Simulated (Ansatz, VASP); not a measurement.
# Two plane-wave programs on B

```xyz
1
Lattice="1.6492 0.0000 0.0000 -0.8246 1.4282 0.0000 0.0000 0.0000 3.8739" Properties=species:S:1:pos:R:3 pbc="T T T"
B     0.0000    0.0000    0.0000
```

Alike in both runs: task single point; functional PBEsol; k mesh 36 × 36 × 14; occupations gaussian, width 0.15 eV; no spin polarisation.

|  | VASP | Ansatz |
| --- | --- | --- |
| version | VASP 6.6.1 | Ansatz 0.2.0 |
| potentials or method | VASP PAW PBE potentials, release 64 (B), cutoff 520 eV | scalar-relativistic, plane waves, PAW |
| valence electrons in the cell | 3 | 3 |

VASP gave:

```
gap on the k mesh at the Fermi level (eV)                     : none
pressure (GPa)                                                : 21.1
traceless stress, the component that is largest in VASP (GPa) : -22.31
```

Task: What did Ansatz give for the same quantities?

Result: gap on the k mesh at the Fermi level (eV): none; pressure (GPa): 20.8; traceless stress, the component that is largest in VASP (GPa): -21.92.

VASP's potentials were made for PBE, not for PBEsol. A gap of «none» marks a metal or a gap that the smearing closes.
